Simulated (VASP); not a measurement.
# Al (Fm-3m) in VASP: a series of runs

Runs on Al. Level: PBE. Tasks: single point, relaxation of cell and atoms.

Program: VASP 6.6.1. These are calculated values, not measurements. Logs are shortened: lines on timing, memory, paths and dates and some standing lists are left out, and cuts for length are marked.

## (1) The cell of the first run

Symmetry: Fm-3m, No. 225, cubic system. The conventional cell has a = 4.042 Å, b = 4.042 Å, c = 4.042 Å, α = 90.00°, β = 90.00°, γ = 90.00°. Al (site symmetry m-3m) has 12 Al at 2.86 Å within 3.8 Å.

## (2) Single point, PBE

INCAR reads:

```
SYSTEM = Al
PREC     = Accurate       ! precision mode
ENCUT    = 520            ! plane-wave cutoff, eV
EDIFF    = 1E-6           ! SCF threshold, eV
ISMEAR   = -1             ! smearing method
SIGMA    = 0.15           ! smearing width, eV
LREAL    = .FALSE.        ! projectors in reciprocal space
LASPH    = .TRUE.         ! aspherical terms in the spheres
NELM     = 80             ! most SCF steps
ALGO     = Fast           ! electronic algorithm
ISIF     = 2              ! what is computed and relaxed
LWAVE    = .FALSE.        ! write WAVECAR
LCHARG   = .FALSE.        ! write CHGCAR
GGA      = PE             ! functional
NBANDS   = 8              ! bands
```

KPOINTS reads:

```
Automatic mesh
0
G
  18 18 18
  0 0 0
```

POSCAR reads:

```
Al
1.0
    0.0000000000      2.0211252891      2.0211252891
    2.0211252891      0.0000000000      2.0211252891
    2.0211252891      2.0211252891      0.0000000000
Al
1
Direct
    0.0000000000      0.0000000000      0.0000000000
```

Potentials or basis: VASP PAW PBE potentials, release 64 (Al).

Started as:

```sh
$ cat potpaw_PBE.64/Al/POTCAR > POTCAR
$ mpirun -np 1 vasp_std > vasp.out
```

OUTCAR:

```text
SYSTEM = Al
   PREC = Accurate
   ENCUT = 520
   EDIFF = 1E-6
   ISMEAR = -1
   LREAL = .FALSE.
   LASPH = .TRUE.
   NELM = 80
   ISIF = 2
   GGA = PE

 ion  position               nearest neighbor table
   1  0.000  0.000  0.000-

  LATTYP: Found a face centered cubic cell.
 ALAT       =     4.0422505782

  Lattice vectors:

 A1 = (   0.0000000000,   2.0211252891,   2.0211252891)
 A2 = (   2.0211252891,   0.0000000000,   2.0211252891)
 A3 = (   2.0211252891,   2.0211252891,   0.0000000000)

Analysis of symmetry for initial positions (statically):
=====================================================================
 Subroutine PRICEL returns:
 Original cell was already a primitive cell.

 Routine SETGRP: Setting up the symmetry group for a
 face centered cubic supercell.

 Subroutine GETGRP returns: Found 48 space group operations
 (whereof 48 operations were pure point group operations)
 out of a pool of 48 trial point group operations.

The static configuration has the point symmetry O_h .

Analysis of symmetry for dynamics (positions and initial velocities):
=====================================================================
 Subroutine PRICEL returns:
 Original cell was already a primitive cell.

 Routine SETGRP: Setting up the symmetry group for a
 face centered cubic supercell.

 Subroutine GETGRP returns: Found 48 space group operations
 (whereof 48 operations were pure point group operations)
 out of a pool of 48 trial point group operations.

The dynamic configuration has the point symmetry O_h .

 Subroutine INISYM returns: Found 48 space group operations
 (whereof 48 operations are pure point group operations),
 and found     1 'primitive' translations

----------------------------------------------------------------------------------------

                                     Primitive cell

  volume of cell :      16.5124

  direct lattice vectors                    reciprocal lattice vectors
     0.000000000  2.021125289  2.021125289    -0.247386940  0.247386940  0.247386940
     2.021125289  0.000000000  2.021125289     0.247386940 -0.247386940  0.247386940
     2.021125289  2.021125289  0.000000000     0.247386940  0.247386940 -0.247386940

  length of vectors
     2.858302795  2.858302795  2.858302795     0.428486749  0.428486749  0.428486749

  position of ions in fractional coordinates (direct lattice)
     0.000000000  0.000000000  0.000000000

  ion indices of the primitive-cell ions
   primitive index   ion index
                 1           1

----------------------------------------------------------------------------------------

 KPOINTS: Automatic mesh

Automatic generation of k-mesh.
 Grid dimensions read from file:
 generate k-points for:   18   18   18

 Generating k-lattice:

  Cartesian coordinates                     Fractional coordinates (reciprocal lattice)
    -0.013743719  0.013743719  0.013743719     0.055555556  0.000000000  0.000000000
     0.013743719 -0.013743719  0.013743719     0.000000000  0.055555556  0.000000000
     0.013743719  0.013743719 -0.013743719     0.000000000  0.000000000  0.055555556

  Length of vectors
     0.023804819  0.023804819  0.023804819

  Shift w.r.t. Gamma in fractional coordinates (k-lattice)
     0.000000000  0.000000000  0.000000000

 Subroutine IBZKPT returns following result:
 ===========================================

 Found    195 irreducible k-points:

 Following reciprocal coordinates:
            Coordinates               Weight
  0.000000  0.000000  0.000000      1.000000
  0.055556  0.000000  0.000000      8.000000
  0.111111  0.000000  0.000000      8.000000
  0.166667  0.000000  0.000000      8.000000
  0.222222  0.000000  0.000000      8.000000
  0.277778  0.000000  0.000000      8.000000
[... 16 lines left out ...]
 -0.277778  0.055556  0.000000     24.000000
 -0.222222  0.055556  0.000000     24.000000
 [... further k-points ...]
   k-points           NKPTS =    195   k-points in BZ     NKDIM =    195   number of bands    NBANDS=      8
   number of dos      NEDOS =    301   number of ions     NIONS =      1
   total plane-waves  NPLWV =  13824
   dimension x,y,z NGX =    24 NGY =   24 NGZ =   24
   dimension x,y,z NGXF=    48 NGYF=   48 NGZF=   48
   ions per type =               1
   NGX,Y,Z   is equivalent  to a cutoff of  13.96, 13.96, 13.96 a.u.
   NGXF,Y,Z  is equivalent  to a cutoff of  27.92, 27.92, 27.92 a.u.
 SYSTEM =  Al
   PREC   = accura    normal or accurate (medium, high low for compatibility)
   ISTART =      0    job   : 0-new  1-cont  2-samecut
   ICHARG =      2    charge: 1-file 2-atom 10-const
   ISPIN  =      1    spin polarized calculation?
   LNONCOLLINEAR =      F non collinear calculations
   LSORBIT =      F    spin-orbit coupling
   LASPH  =      T    aspherical Exc in radial PAW
   ENCUT  =  520.0 eV  38.22 Ry    6.18 a.u.   5.31  5.31  5.31*2*pi/ulx,y,z
   NELM   =     80;   NELMIN=  2; NELMDL= -5     # of ELM steps
   EDIFF  = 0.1E-05   stopping-criterion for ELM
   LREAL  =      F    real-space projection
   EDIFFG = 0.1E-04   stopping-criterion for IOM
   NSW    =      0    number of steps for IOM
   IBRION =     -1    ionic relax: 0-MD 1-quasi-New 2-CG
   NFREE  =      0    steps in history (QN), initial steepest desc. (CG)
   ISIF   =      2    stress and relaxation
   ISYM   =      2    0-nonsym 1-usesym 2-fastsym
   POTIM  = 0.5000    time-step for ionic-motion
   TEBEG  =    0.0;   TEEND  =   0.0 temperature during run
   PSTRESS=    0.0 pullay stress
   NELECT =       3.0000    total number of electrons
   NUPDOWN=      -1.0000    fix difference up-down
   EMIN   =  10.00;   EMAX   =-10.00  energy-range for DOS
   EFERMI =   0.00;   METHOD = LEGACY
   ISMEAR =    -1;   SIGMA  =   0.15  broadening in eV -4-tet -1-fermi 0-gaus
   EFERMI_NEDOS =   21; number of points for ismear=-14 and -15
   IALGO  =     68    algorithm
   IMIX   =      4    mixing-type and parameters
     AMIX     =   0.40;   BMIX     =  1.00
     AMIX_MAG =   1.60;   BMIX_MAG =  1.00
  volume/ion in A,a.u.               =      16.51       111.43
  Fermi-wavevector in a.u.,A,eV,Ry     =   0.927211  1.752175 11.697210  0.859721
  Thomas-Fermi vector in A             =   2.053257
   LORBIT       =      0    0 simple, 1 ext, 2 COOP (PROOUT), +10 PAW based schemes
   GGA     = PE    functional components
   LHFCALC =     F    Hartree Fock is set to
   AEXX    =    0.0000 exact exchange contribution
   IVDW    =     0    specifies the selected vdW correction
   LEPSILON=     F    determine dielectric tensor
   LRPA    =     F    only Hartree local field effects (RPA)
 non-spin polarized calculation
 RMM-DIIS sequential band-by-band and
  energy-cutoff  :      520.00
  volume of cell :       16.51
 maximum number of plane-waves:       459
 NGX is ok and might be reduce to    24
   NGX = 11   NGY = 11   NGZ = 11

 number of electron       3.0000000 magnetization

 Free energy of the ion-electron system (eV)
  ---------------------------------------------------
  ext. energy  EPLUGINS =         0.00000000
  ---------------------------------------------------
  free energy    TOTEN  =        -3.75989056 eV

  energy without entropy =       -3.72857085  energy(sigma->0) =       -3.74423070

 E-fermi :   7.9820     XC(G=0): -10.1938

 val. band max:        7.9774682485   @ k =  -0.2778   0.2778   0.0556
 cond. band min:       7.9851238177   @ k =  -0.2778   0.5000   0.2222
 fundamental gap:      0.0076555692
 Fermi energy:         7.9819657962

 k-point     1 :       0.0000    0.0000    0.0000
  band No.  band energies     occupation
      1      -3.1369      2.00000
      2      20.6074      0.00000
      3      20.6074      0.00000
      4      20.6074      0.00000
      5      22.0937      0.00000
      6      22.0937      0.00000
      7      22.0937      0.00000
      8      24.4528      0.00000

 k-point     2 :       0.0556    0.0000    0.0000
  band No.  band energies     occupation
      1      -3.0530      2.00000
      2      19.0892      0.00000
      3      20.2946      0.00000
      4      20.2946      0.00000
      5      22.5371      0.00000
      6      22.5371      0.00000
      7      22.6700      0.00000
      8      25.3350      0.00000

 k-point     3 :       0.1111    0.0000    0.0000
  band No.  band energies     occupation
      1      -2.8017      2.00000
      2      16.8674      0.00000
      3      19.7825      0.00000
      4      19.7825      0.00000
      5      22.7340      0.00000
      6      23.4104      0.00000
      7      23.4104      0.00000
      8      25.9027      0.00000

 k-point     4 :       0.1667    0.0000    0.0000
  band No.  band energies     occupation
      1      -2.3838      2.00000
      2      14.6313      0.00000
      3      19.3368      0.00000
      4      19.3368      0.00000
      5      22.5721      0.00000
      6      24.0141      0.00000
      7      24.0141      0.00000
      8      25.2585      0.00000

 k-point     5 :       0.2222    0.0000    0.0000
  band No.  band energies     occupation
      1      -1.8009      2.00000
      2      12.4712      0.00000
      3      19.0094      0.00000
      4      19.0094      0.00000
      5      22.4019      0.00000
      6      23.2440      0.00000
      7      23.2440      0.00000
      8      26.1942      0.00000
[... 177 lines left out ...]
 k-point    22 :      -0.3333    0.0556    0.0000
  band No.  band energies     occupation
      1       0.2620      2.00000
      2       7.9400      1.13908
      3      17.0930      0.00000
      4      19.8980      0.00000
      5      20.0802      0.00000
      6      21.4498      0.00000
      7      22.9795      0.00000
      8      25.8616      0.00000

 k-point    23 :      -0.2778    0.0556    0.0000
  band No.  band energies     occupation
      1      -0.6970      2.00000
      2       9.8240      0.00001
      3      17.1105      0.00000
      4      19.9797      0.00000
      5      20.8802      0.00000
      6      22.3139      0.00000
      7      22.9317      0.00000
      8      26.6516      0.00000

 k-point    24 :      -0.2222    0.0556    0.0000
  band No.  band energies     occupation
      1      -1.4965      2.00000
      2      11.8315      0.00000
      3      17.2724      0.00000
      4      20.1226      0.00000
      5      21.8675      0.00000
      6      22.9175      0.00000
      7      23.3644      0.00000
      8      25.5661      0.00000

 [... further k-points ...]

------------------------ aborting loop because EDIFF is reached ----------------------------------------

  FORCE on cell =-STRESS in cart. coord.  units (eV):
  Direction    XX          YY          ZZ          XY          YZ          ZX
  --------------------------------------------------------------------------------------
  -------------------------------------------------------------------------------------
  Total       -0.0048645     -0.0048645     -0.0048645      0.0000000      0.0000000      0.0000000
  in kB       -0.4719951     -0.4719951     -0.4719951      0.0000000      0.0000000      0.0000000
  external PRESSURE =      -0.4719951 kB  Pullay stress =       0.0000000 kB

 VOLUME and BASIS-vectors are now :
 -----------------------------------------------------------------------------
  energy-cutoff  :      520.00
  volume of cell :       16.51
      direct lattice vectors                 reciprocal lattice vectors
     0.000000000  2.021125289  2.021125289    -0.247386940  0.247386940  0.247386940
     2.021125289  0.000000000  2.021125289     0.247386940 -0.247386940  0.247386940
     2.021125289  2.021125289  0.000000000     0.247386940  0.247386940 -0.247386940

 POSITION                                       TOTAL-FORCE (eV/Angst)
 -----------------------------------------------------------------------------------
      0.00000      0.00000      0.00000        -0.000000     -0.000000     -0.000000
 -----------------------------------------------------------------------------------
    total drift:                               -0.000000     -0.000000     -0.000000

  FREE ENERGIE OF THE ION-ELECTRON SYSTEM (eV)
  ---------------------------------------------------
  free  energy   TOTEN  =        -3.7598905604 eV

  energy  without entropy=       -3.7285708458  energy(sigma->0) =       -3.74423070
```

Run time: 13 s. Hardware: 1 thread of Intel Xeon Platinum 8375C at 2.90GHz (Ice Lake), shared host; peak memory 0.14 GiB.

Results:

* Free energy: -3.7599 eV
* Pressure: 0.0 GPa

Levels at points of the mesh, in eV from the Fermi level:
| k point | band 1 | band 2 | band 3 | band 4 | band 5 | band 6 |
| --- | --- | --- | --- | --- | --- | --- |
| (0.00, 0.00, 0.00) | -11.12 | 12.63 | 12.63 | 12.63 | 14.11 | 14.11 |
| (0.50, 0.00, 0.00) | -4.58 | -4.37 | 11.41 | 11.41 | 11.47 | 11.47 |
| (0.50, 0.50, 0.00) | -2.91 | -1.59 | 5.27 | 5.60 | 5.60 | 9.07 |

## (3) Relaxation of cell and atoms, PBE

INCAR reads:

```
SYSTEM = Al
ALGO = Fast ; EDIFF = 1E-7
EDIFFG = -0.001 ; ENCUT = 600
GGA = PE ; IBRION = 2
ISIF = 3 ; ISMEAR = -1
LASPH = .True. ; LCHARG = .False.
LREAL = .False. ; LWAVE = .False.
NELM = 80 ; NSW = 80
PREC = Accurate ; SIGMA = 0.15
```

KPOINTS reads:

```
k-points
0
Gamma
  18 18 18
  0 0 0
```

POSCAR reads:

```
Al
1.0
    0.0000000000      2.0207284190      2.0207284190
    2.0207284190      0.0000000000      2.0207284190
    2.0207284190      2.0207284190      0.0000000000
Al
1
Direct
    0.0000000000      0.0000000000      0.0000000000
```

Potentials or basis: VASP PAW PBE potentials, release 64 (Al).

Started as:

```sh
$ cat potpaw_PBE.64/Al/POTCAR > POTCAR
$ mpirun -np 1 vasp_std > vasp.out
```

Run time: 9.5 s. Hardware: 1 thread of Intel Xeon Platinum 8375C at 2.90GHz (Ice Lake), shared host; peak memory 0.14 GiB.

Results (log left out):

* Free energy: -3.7600 eV
* Pressure after relaxing: 0.0 GPa

Final structure:
```yaml
crystal:
  lattice:
    - [0.00000, 2.02073, 2.02073]
    - [2.02073, 0.00000, 2.02073]
    - [2.02073, 2.02073, 0.00000]
  atoms:
    - { symbol: Al, position: [0.00000, 0.00000, 0.00000] }
```

Levels at points of the mesh, in eV from the Fermi level:
```tsv
k point	band 1	band 2	band 3	band 4
(0.00, 0.00, 0.00)	-11.12	12.63	12.63	12.63
(0.50, 0.00, 0.00)	-4.58	-4.37	11.42	11.44
(0.50, 0.50, 0.00)	-2.91	-1.59	5.27	5.60
```

Caveat: the relaxation stopped at its first step, so nothing moved.

## (4) Single point, PBE (volume scaled by 0.91)

INCAR reads:

```
ALGO     = Normal         # electronic algorithm
EDIFF    = 1E-6           # SCF threshold, eV
ENCUT    = 500            # plane-wave cutoff, eV
GGA      = PE             # functional
GGA_COMPAT= F            
ISIF     = 2              # what is computed and relaxed
ISMEAR   = 0              # smearing method
LASPH    = T              # aspherical terms in the spheres
LCHARG   = F              # write CHGCAR
LREAL    = F              # projectors in reciprocal space
LWAVE    = F              # write WAVECAR
NBANDS   = 8              # bands
NELM     = 120            # most SCF steps
PREC     = Accurate       # precision mode
SIGMA    = 0.1            # smearing width, eV
```

KPOINTS reads:

```
k-points
0
Gamma
  18 18 18
```

POSCAR reads:

```
Al
1.0
    0.0000000000      1.9581911348      1.9581911348
    1.9581911348      0.0000000000      1.9581911348
    1.9581911348      1.9581911348      0.0000000000
Al
1
Direct
    0.0000000000      0.0000000000      0.0000000000
```

Started as:

```sh
$ cat potpaw_PBE.64/Al/POTCAR > POTCAR
$ mpirun -np 1 vasp_std > vasp.out
```

It took 7.3 s on 1 thread of Intel Xeon 6975P-C, shared host; peak memory 0.13 GiB.

It converged, with:

| Item | Value |
| --- | --- |
| Free energy | -3.7070 eV |
| Pressure | 8.9 GPa |

Levels at points of the mesh, in eV from the Fermi level:
| k point | band 1 | band 2 | band 3 | band 4 | band 5 | band 6 |
| --- | --- | --- | --- | --- | --- | --- |
| (0.00, 0.00, 0.00) | -11.80 | 13.16 | 13.16 | 13.16 | 15.39 | 15.39 |
| (0.50, 0.00, 0.00) | -4.97 | -4.51 | 11.91 | 11.91 | 12.46 | 12.46 |
| (0.50, 0.50, 0.00) | -3.15 | -1.63 | 5.28 | 6.06 | 6.06 | 10.02 |

## (5) Overview

```tsv
task	cell	cutoff (eV)	smearing	gap on the mesh (eV)	pressure (GPa)
single point	a = 2.858 Å, angles 60.0°, 1 atom	520	fermi-dirac 0.15 eV	none	0.0
relaxation of cell and atoms	relaxed from a = 2.858 Å, angles 60.0°, 1 atom	600	fermi-dirac 0.15 eV	none	0.0
single point	a = 2.769 Å, angles 60.0°, 1 atom	500	gaussian 0.1 eV	none	8.9
```

Alike in all rows: level PBE; potentials or basis VASP PAW PBE potentials, release 64 (Al); no spin polarisation; k mesh 18 × 18 × 18.

Caveats: the relaxation stopped at its first step, so nothing moved (some runs).

Absolute energies hang on the potentials; compare differences alone.
